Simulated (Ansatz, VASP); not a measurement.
One calculation of SnO2, two programs

```
Sn O
1.0
     4.83093    0.00000    0.00000
     0.00000    4.83093    0.00000
     0.00000    0.00000    3.24900
Sn O
2 4
Direct
  0.50000 0.50000 0.50000
  0.00000 0.00000 0.00000
  0.80710 0.19290 0.50000
  0.69290 0.69290 0.00000
  0.19290 0.80710 0.50000
  0.30710 0.30710 0.00000
```

Alike in both runs: task single point; functional revPBE; dispersion D3(BJ); k mesh 6 × 6 × 8; occupations fermi-dirac, width 0.05 eV; no spin polarisation.

```csv
,VASP,Ansatz
version,VASP 6.6.1,Ansatz 0.2.0
potentials or method,"VASP PAW PBE potentials, release 64 (Sn_d, O)",Ansatz PAW
plane-wave cutoff (eV),520,420
valence electrons in the cell,52,52
```

```csv
,VASP,Ansatz,Ansatz less VASP
gap on the k mesh at the Fermi level (eV),0.68,0.70,+0.012
least direct gap on the mesh (eV),0.68,0.70,+0.012
pressure (GPa),-2.9,-3.5,-0.58
"traceless stress, the component that is largest in VASP (GPa)",-0.09,-0.28,-0.191
rms of the force components (eV/Å),0.049,0.041,-0.0081
```

VASP's potentials were made for PBE, not for revPBE. Atom by atom the forces differ by 0.008 eV/Å (rms over components).
